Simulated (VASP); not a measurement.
A run of VASP 6.6.1 is set up as follows.

The input INCAR:

```
PREC = Accurate
ENCUT = 520
EDIFF = 1E-6
ISMEAR = 0
SIGMA = 0.1
LREAL = False
LASPH = True
NELM = 80
ALGO = Normal
ISIF = 2
LWAVE = False
LCHARG = False
LDIPOL = True
IDIPOL = 3
DIPOL = 0.5 0.5 0.315
GGA = PE
NBANDS = 81
```

Contents of KPOINTS:

```
Automatic mesh
0
Gamma
  5 5 1
```

The input POSCAR:

```
Cu12O
1.0
    5.1319544654      0.0000000000      0.0000000000
    0.0000000000      5.1319544654      0.0000000000
    0.0000000000      0.0000000000     19.0279314150
Cu O
12 1
Direct
    0.2500000000      0.2500000000      0.2102172807
    0.2500000000      0.7500000000      0.2102172807
    0.7500000000      0.2500000000      0.2102172807
    0.7500000000      0.7500000000      0.2102172807
    0.0000000000      0.0000000000      0.3029241254
    0.0000000000      0.5000000000      0.3029241254
    0.5000000000      0.0000000000      0.3029241254
    0.5000000000      0.5000000000      0.3029241254
    0.2500000000      0.2500000000      0.3956253179
    0.2500000000      0.7500000000      0.3956253179
    0.7500000000      0.2500000000      0.3956253179
    0.7500000000      0.7500000000      0.3956253179
    0.4166666667      0.4166666667      0.4603953654
```

Potentials or basis: VASP PAW PBE potentials, release 64 (Cu, O).

Command:

```console
$ cat potpaw_PBE.64/Cu/POTCAR potpaw_PBE.64/O/POTCAR > POTCAR
$ mpirun -np 1 vasp_std > vasp.out
```

What does it give for the largest force?

2.173 eV/Å.

Predict the band gap on the k mesh.

zero (bands 69 and 70 overlap by 0.60 eV).

Forces in eV/Å, atoms in the order of the input:
```
Cu   0.023  0.023 -0.038
Cu  -0.014 -0.028 -0.030
Cu  -0.028 -0.014 -0.030
Cu   0.013  0.013 -0.048
Cu   0.021  0.021  0.180
Cu  -0.049 -0.002 -0.096
Cu  -0.002 -0.049 -0.096
Cu   0.084  0.084 -0.468
Cu  -1.303 -1.303 -0.783
Cu   0.140 -0.373  0.574
Cu  -0.373  0.140  0.574
Cu  -0.046 -0.046  0.125
O    1.534  1.534  0.135
```

With open d or f shells a metallic result of PBE can be an artefact of self-interaction; +U or a hybrid may open a gap.
